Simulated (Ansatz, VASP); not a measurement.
Two plane-wave programs on AlAs2

File INCAR:

```
SYSTEM = AlAs2
PREC = Accurate
ENCUT = 600
EDIFF = 1E-6
ISMEAR = 0
SIGMA = 0.1
LREAL = .FALSE.
LASPH = .TRUE.
NELM = 80
ALGO = Normal
ISIF = 3
LWAVE = .FALSE.
LCHARG = .FALSE.
GGA = PE
IBRION = 2
NSW = 90
EDIFFG = -0.04
```

Contents of KPOINTS:

```
regular mesh
0
G
  4 4 4
  0 0 0
```

POSCAR

```
AlAs2
1.0
    3.8808082500      0.0000000000      0.0000000000
    0.0000000000      3.8808082500      0.0000000000
    0.0000000000      0.0000000000      5.4882916600
Al As
1 2
Direct
    0.0000000000      0.0000000000      0.0000000000
    0.5000000000      0.0000000000      0.2500000000
    0.0000000000      0.5000000000      0.7500000000
```

Input for Ansatz:

```yaml
crystal:
  lattice:
    - [3.88080825, 0.0, 0.0]
    - [0.0, 3.88080825, 0.0]
    - [0.0, 0.0, 5.48829166]
  atoms:
    - { symbol: Al, position: [0.0, 0.0, 0.0] }
    - { symbol: As, position: [0.5, 0.0, 0.25] }
    - { symbol: As, position: [0.0, 0.5, 0.75] }
basis:
  ecutwfc: 420
kpoints:
  mp_grid: { grid: [4, 4, 4] }
hamiltonian:
  xc: pbe
scf:
  occupations: { method: gaussian, width: 0.1 }
  lower_state_search: "off"
output:
  forces: true
  stress: true
  eigenvalues: true
relax:
  adjacent_minimum: "off"
  f_tol: 0.04
  max_steps: 70
  cell: { stress_tol: 0.4 }
```

Change from the starting cell: ordered vacancies on the cation sites of zinc blende (P-4m2, No. 115).

Alike in both runs: task relaxation of cell and atoms; functional PBE; k mesh 4 × 4 × 4; occupations gaussian, width 0.1 eV; no spin polarisation.

```csv
,VASP,Ansatz
version,VASP 6.6.1,Ansatz 0.2.0
potentials or method,"VASP PAW PBE potentials, release 64 (Al, As), cutoff 600 eV","scalar-relativistic, plane waves, PAW"
valence electrons in the cell,13,33
```

Ansatz gave:

```
gap on the k mesh at the Fermi level, each at its own relaxed structure (eV) : none
relaxed volume (Å³/atom)                                                     : 21.03
relaxed cell length with the largest relative difference (Å)                 : 3.915
```

Question: Estimate VASP's values.

Answer: gap on the k mesh at the Fermi level, each at its own relaxed structure (eV): none; relaxed volume (Å³/atom): 21.00; relaxed cell length with the largest relative difference (Å): 3.910.

A gap of «none» marks a metal or a gap that the smearing closes. VASP's potentials hold 13 valence electrons a cell and Ansatz's 33, so a difference there can come from the potentials and not from the codes.

The k mesh is coarse, so the values compare programs but aren't converged. Noted on VASP's run: the volume moved by over 15 % at a fixed basis, so the end points are rough.
